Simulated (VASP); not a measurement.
# NaInTe (P4/mmm) in VASP: a series of runs

NaInTe is run at these levels: PBE; tasks: single point.

Everything below comes from runs of VASP 6.6.1. Logs are shortened: lines on timing, memory, paths and dates and some standing lists are left out, and cuts for length are marked.

### 1 The cell of the first run

It takes space group P4/mmm (No. 123, tetragonal). Conventional cell: a = 4.441 Å, b = 4.441 Å, c = 4.714 Å, α = 90.00°, β = 90.00°, γ = 90.00°. Within 3.1 Å of Na (site symmetry 4/mmm) lie 2 Te at 2.36 Å. In (site symmetry 4/mmm) has 4 Te at 3.14 Å and 8 Na at 3.93 Å within 4.1 Å. Te (site symmetry 4/mmm) has 2 Na at 2.36 Å and 4 In at 3.14 Å within 3.2 Å.

The cell was generated, and may not be a known phase.

### 2 Single point, PBE

INCAR

```
PREC = Accurate
ENCUT = 520
EDIFF = 1E-6
ISMEAR = 0
SIGMA = 0.1
LREAL = False
LASPH = True
NELM = 80
ALGO = Fast
ISIF = 2
LWAVE = False
LCHARG = True
GGA = PE
LELF = True
LVHAR = True
NBANDS = 20
```

KPOINTS

```
Automatic mesh
0
Gamma
  4 4 4
```

POSCAR

```
NaInTe
1.0
    4.4409576900      0.0000000000      0.0000000000
    0.0000000000      4.4409576900      0.0000000000
    0.0000000000      0.0000000000      4.7140923300
Na In Te
1 1 1
Direct
    0.0000000000      0.0000000000      0.0000000000
    0.5000000000      0.5000000000      0.5000000000
    0.0000000000      0.0000000000      0.5000000000
```

Potentials or basis: VASP PAW PBE potentials, release 64 (Na_pv, In_d, Te).

Started as:

```console
> cat potpaw_PBE.64/Na_pv/POTCAR potpaw_PBE.64/In_d/POTCAR potpaw_PBE.64/Te/POTCAR > POTCAR
> mpirun -np 1 vasp_std > vasp.out
```

OUTCAR:

```text
PREC = Accurate
   ENCUT = 520
   EDIFF = 1E-6
   ISMEAR = 0
   LREAL = False
   LASPH = True
   NELM = 80
   ISIF = 2
   GGA = PE

 ion  position               nearest neighbor table
   1  0.000  0.000  0.000-   3 2.36   3 2.36
   2  0.500  0.500  0.500-   3 3.14   3 3.14   3 3.14   3 3.14
   3  0.000  0.000  0.500-   1 2.36   1 2.36   2 3.14   2 3.14   2 3.14   2 3.14

  LATTYP: Found a simple tetragonal cell.
 ALAT       =     4.4409576900
 C/A-ratio  =     1.0615035447

  Lattice vectors:

 A1 = (   4.4409576900,   0.0000000000,   0.0000000000)
 A2 = (   0.0000000000,   4.4409576900,   0.0000000000)
 A3 = (   0.0000000000,   0.0000000000,   4.7140923300)

Analysis of symmetry for initial positions (statically):
=====================================================================
 Subroutine PRICEL returns:
 Original cell was already a primitive cell.

 Routine SETGRP: Setting up the symmetry group for a
 simple tetragonal supercell.

 Subroutine GETGRP returns: Found 16 space group operations
 (whereof 16 operations were pure point group operations)
 out of a pool of 16 trial point group operations.

The static configuration has the point symmetry D_4h.

Analysis of symmetry for dynamics (positions and initial velocities):
=====================================================================
 Subroutine PRICEL returns:
 Original cell was already a primitive cell.

 Routine SETGRP: Setting up the symmetry group for a
 simple tetragonal supercell.

 Subroutine GETGRP returns: Found 16 space group operations
 (whereof 16 operations were pure point group operations)
 out of a pool of 16 trial point group operations.

The dynamic configuration has the point symmetry D_4h.

 Subroutine INISYM returns: Found 16 space group operations
 (whereof 16 operations are pure point group operations),
 and found     1 'primitive' translations

----------------------------------------------------------------------------------------

                                     Primitive cell

  volume of cell :      92.9718

  direct lattice vectors                    reciprocal lattice vectors
     4.440957690  0.000000000  0.000000000     0.225176656  0.000000000  0.000000000
     0.000000000  4.440957690  0.000000000     0.000000000  0.225176656  0.000000000
     0.000000000  0.000000000  4.714092330     0.000000000  0.000000000  0.212129914

  length of vectors
     4.440957690  4.440957690  4.714092330     0.225176656  0.225176656  0.212129914

  position of ions in fractional coordinates (direct lattice)
     0.000000000  0.000000000  0.000000000
     0.500000000  0.500000000  0.500000000
     0.000000000  0.000000000  0.500000000

  ion indices of the primitive-cell ions
   primitive index   ion index
                 1           1
                 2           2
                 3           3

----------------------------------------------------------------------------------------

 KPOINTS: Automatic mesh

Automatic generation of k-mesh.
 Grid dimensions read from file:
 generate k-points for:    4    4    4

 Generating k-lattice:

  Cartesian coordinates                     Fractional coordinates (reciprocal lattice)
     0.056294164  0.000000000  0.000000000     0.250000000  0.000000000  0.000000000
     0.000000000  0.056294164  0.000000000     0.000000000  0.250000000  0.000000000
     0.000000000  0.000000000  0.053032478     0.000000000  0.000000000  0.250000000

  Length of vectors
     0.056294164  0.056294164  0.053032478

  Shift w.r.t. Gamma in fractional coordinates (k-lattice)
     0.000000000  0.000000000  0.000000000

 Subroutine IBZKPT returns following result:
 ===========================================

 Found     18 irreducible k-points:

 Following reciprocal coordinates:
            Coordinates               Weight
  0.000000  0.000000  0.000000      1.000000
  0.250000  0.000000  0.000000      4.000000
  0.500000  0.000000  0.000000      2.000000
  0.250000  0.250000  0.000000      4.000000
  0.500000  0.250000  0.000000      4.000000
  0.500000  0.500000  0.000000      1.000000
[... 10 lines left out ...]
  0.500000  0.250000  0.500000      4.000000
  0.500000  0.500000  0.500000      1.000000
   k-points           NKPTS =     18   k-points in BZ     NKDIM =     18   number of bands    NBANDS=     20
   number of dos      NEDOS =    301   number of ions     NIONS =      3
   total plane-waves  NPLWV =  46656
   dimension x,y,z NGX =    36 NGY =   36 NGZ =   36
   dimension x,y,z NGXF=    72 NGYF=   72 NGZF=   72
   ions per type =               1   1   1
   NGX,Y,Z   is equivalent  to a cutoff of  13.48, 13.48, 12.70 a.u.
   NGXF,Y,Z  is equivalent  to a cutoff of  26.95, 26.95, 25.39 a.u.
 SYSTEM =  unknown system
   PREC   = accura    normal or accurate (medium, high low for compatibility)
   ISTART =      0    job   : 0-new  1-cont  2-samecut
   ICHARG =      2    charge: 1-file 2-atom 10-const
   ISPIN  =      1    spin polarized calculation?
   LNONCOLLINEAR =      F non collinear calculations
   LSORBIT =      F    spin-orbit coupling
   LASPH  =      T    aspherical Exc in radial PAW
   ENCUT  =  520.0 eV  38.22 Ry    6.18 a.u.   8.26  8.26  8.77*2*pi/ulx,y,z
   NELM   =     80;   NELMIN=  2; NELMDL= -5     # of ELM steps
   EDIFF  = 0.1E-05   stopping-criterion for ELM
   LREAL  =      F    real-space projection
   EDIFFG = 0.1E-04   stopping-criterion for IOM
   NSW    =      0    number of steps for IOM
   IBRION =     -1    ionic relax: 0-MD 1-quasi-New 2-CG
   NFREE  =      0    steps in history (QN), initial steepest desc. (CG)
   ISIF   =      2    stress and relaxation
   ISYM   =      2    0-nonsym 1-usesym 2-fastsym
   POTIM  = 0.5000    time-step for ionic-motion
   TEBEG  =    0.0;   TEEND  =   0.0 temperature during run
   PSTRESS=    0.0 pullay stress
   NELECT =      26.0000    total number of electrons
   NUPDOWN=      -1.0000    fix difference up-down
   EMIN   =  10.00;   EMAX   =-10.00  energy-range for DOS
   EFERMI =   0.00;   METHOD = LEGACY
   ISMEAR =     0;   SIGMA  =   0.10  broadening in eV -4-tet -1-fermi 0-gaus
   EFERMI_NEDOS =   21; number of points for ismear=-14 and -15
   IALGO  =     68    algorithm
   IMIX   =      4    mixing-type and parameters
     AMIX     =   0.40;   BMIX     =  1.00
     AMIX_MAG =   1.60;   BMIX_MAG =  1.00
  volume/ion in A,a.u.               =      30.99       209.13
  Fermi-wavevector in a.u.,A,eV,Ry     =   1.070571  2.023086 15.593942  1.146122
  Thomas-Fermi vector in A             =   2.206285
   LORBIT       =      0    0 simple, 1 ext, 2 COOP (PROOUT), +10 PAW based schemes
   GGA     = PE    functional components
   LHFCALC =     F    Hartree Fock is set to
   AEXX    =    0.0000 exact exchange contribution
   IVDW    =     0    specifies the selected vdW correction
   LEPSILON=     F    determine dielectric tensor
   LRPA    =     F    only Hartree local field effects (RPA)
 non-spin polarized calculation
 RMM-DIIS sequential band-by-band and
 Gauss-broadening in eV      SIGMA  =   0.10
  energy-cutoff  :      520.00
  volume of cell :       92.97
 maximum number of plane-waves:      2530
 NGX is ok and might be reduce to    36
   NGX = 17   NGY = 17   NGZ = 17

 number of electron      26.0000006 magnetization

 Free energy of the ion-electron system (eV)
  ---------------------------------------------------
  ext. energy  EPLUGINS =         0.00000000
  ---------------------------------------------------
  free energy    TOTEN  =        -6.11017280 eV

  energy without entropy =       -6.10115146  energy(sigma->0) =       -6.10566213

 E-fermi :   4.4051     XC(G=0):  -8.3473

 val. band max:        4.3438836090   @ k =   0.2500   0.2500   0.5000
 cond. band min:       4.4222343841   @ k =   0.5000   0.0000   0.2500
 fundamental gap:      0.0783507751
 Fermi energy:         4.4050887374

 k-point     1 :       0.0000    0.0000    0.0000
  band No.  band energies     occupation
      1     -20.4130      2.00000
      2     -20.1774      2.00000
      3     -20.1774      2.00000
      4     -10.1190      2.00000
      5     -10.0312      2.00000
      6     -10.0312      2.00000
[... 12 lines left out ...]
     19      11.8568      0.00000
     20      11.8574      0.00000

 k-point     2 :       0.2500    0.0000    0.0000
  band No.  band energies     occupation
      1     -20.4128      2.00000
      2     -20.1788      2.00000
      3     -20.1773      2.00000
      4     -10.0988      2.00000
      5     -10.0360      2.00000
      6     -10.0309      2.00000
[... 12 lines left out ...]
     19      10.8107      0.00000
     20      12.0867      0.00000

 k-point     3 :       0.5000    0.0000    0.0000
  band No.  band energies     occupation
      1     -20.4127      2.00000
      2     -20.1802      2.00000
      3     -20.1772      2.00000
      4     -10.0802      2.00000
      5     -10.0408      2.00000
      6     -10.0305      2.00000
[... 12 lines left out ...]
     19      12.4116      0.00000
     20      13.5363      0.00000

 k-point     4 :       0.2500    0.2500    0.0000
  band No.  band energies     occupation
      1     -20.4127      2.00000
      2     -20.1787      2.00000
      3     -20.1787      2.00000
      4     -10.0871      2.00000
      5     -10.0368      2.00000
      6     -10.0357      2.00000
[... 12 lines left out ...]
     19      11.0918      0.00000
     20      11.4081      0.00000

 k-point     5 :       0.5000    0.2500    0.0000
  band No.  band energies     occupation
      1     -20.4125      2.00000
      2     -20.1801      2.00000
      3     -20.1786      2.00000
      4     -10.0717      2.00000
      5     -10.0707      2.00000
      6     -10.0396      2.00000
[... 12 lines left out ...]
     19      10.4188      0.00000
     20      11.0767      0.00000
[... 215 lines left out ...]
      6     -10.0339      2.00000
[... 12 lines left out ...]
     19      10.8563      0.00000
     20      11.6967      0.00000

 k-point    16 :       0.2500    0.2500    0.5000
  band No.  band energies     occupation
      1     -20.4146      2.00000
      2     -20.1767      2.00000
      3     -20.1766      2.00000
      4     -10.0744      2.00000
      5     -10.0400      2.00000
      6     -10.0386      2.00000
[... 12 lines left out ...]
     19      11.6207      0.00000
     20      12.2986      0.00000

 k-point    17 :       0.5000    0.2500    0.5000
  band No.  band energies     occupation
      1     -20.4143      2.00000
      2     -20.1780      2.00000
      3     -20.1765      2.00000
      4     -10.0645      2.00000
      5     -10.0592      2.00000
      6     -10.0443      2.00000
[... 12 lines left out ...]
     19      12.3039      0.00000
     20      14.7672      0.00000

 k-point    18 :       0.5000    0.5000    0.5000
  band No.  band energies     occupation
      1     -20.4141      2.00000
      2     -20.1779      2.00000
      3     -20.1779      2.00000
      4     -10.1065      2.00000
      5     -10.0514      2.00000
      6     -10.0426      2.00000
[... 12 lines left out ...]
     19      13.3924      0.00000
     20      15.5569      0.00000

------------------------ aborting loop because EDIFF is reached ----------------------------------------

  FORCE on cell =-STRESS in cart. coord.  units (eV):
  Direction    XX          YY          ZZ          XY          YZ          ZX
  --------------------------------------------------------------------------------------
  -------------------------------------------------------------------------------------
  Total        1.9909968      1.9909968     18.2417541      0.0000000     -0.0000000      0.0000000
  in kB       34.3107173     34.3107173    314.3589463      0.0000000     -0.0000000      0.0000000
  external PRESSURE =     127.6601270 kB  Pullay stress =       0.0000000 kB

 VOLUME and BASIS-vectors are now :
 -----------------------------------------------------------------------------
  energy-cutoff  :      520.00
  volume of cell :       92.97
      direct lattice vectors                 reciprocal lattice vectors
     4.440957690  0.000000000  0.000000000     0.225176656  0.000000000  0.000000000
     0.000000000  4.440957690  0.000000000     0.000000000  0.225176656  0.000000000
     0.000000000  0.000000000  4.714092330     0.000000000  0.000000000  0.212129914

 POSITION                                       TOTAL-FORCE (eV/Angst)
 -----------------------------------------------------------------------------------
      0.00000      0.00000      0.00000         0.000000      0.000000      0.000000
      2.22048      2.22048      2.35705         0.000000      0.000000      0.000000
      0.00000      0.00000      2.35705         0.000000      0.000000      0.000000
 -----------------------------------------------------------------------------------
    total drift:                                0.000000      0.000000      0.000000

  FREE ENERGIE OF THE ION-ELECTRON SYSTEM (eV)
  ---------------------------------------------------
  free  energy   TOTEN  =        -6.1101728049 eV

  energy  without entropy=       -6.1011514643  energy(sigma->0) =       -6.10566213
```

Run time: 23 s. Hardware: 1 thread of Intel Xeon 6975P-C (Granite Rapids), shared host; peak memory 0.21 GiB.

Results:

```yaml
Free_energy: -6.1102 eV
Pressure: 12.8 GPa
Band_gap_on_the_k_mesh: zero (bands 13 and 14 overlap by 1.36 eV)
```

Levels at points of the mesh, in eV from the Fermi level:
| k point | band 10 | band 11 | band 12 | band 13 | band 14 | band 15 | band 16 | band 17 |
| --- | --- | --- | --- | --- | --- | --- | --- | --- |
| (0.00, 0.00, 0.00) | -3.71 | -2.44 | -2.44 | -2.40 | 2.12 | 3.22 | 3.61 | 5.51 |
| (0.50, 0.00, 0.00) | -6.32 | -1.79 | -1.40 | 0.90 | 0.96 | 1.82 | 2.02 | 3.94 |
| (0.50, 0.50, 0.00) | -4.46 | -4.25 | -4.25 | -1.55 | 2.98 | 4.91 | 4.91 | 5.09 |
| (0.00, 0.00, 0.50) | -4.18 | -3.15 | -2.33 | -2.33 | 1.13 | 4.09 | 5.04 | 5.04 |
| (0.50, 0.00, 0.50) | -5.99 | -3.25 | -1.34 | -0.90 | 1.22 | 1.84 | 2.45 | 4.54 |
| (0.50, 0.50, 0.50) | -4.03 | -4.03 | -4.01 | -2.83 | 0.34 | 2.00 | 2.00 | 7.26 |

Caveat: the stress differs along the axes, from 3 to 31 GPa; spin-orbit coupling is left out, which moves the levels of the heavy elements.

(Continued in part 2 of 2.)

The gap in the log of VASP goes by the Fermi energy; the results here count the filled bands.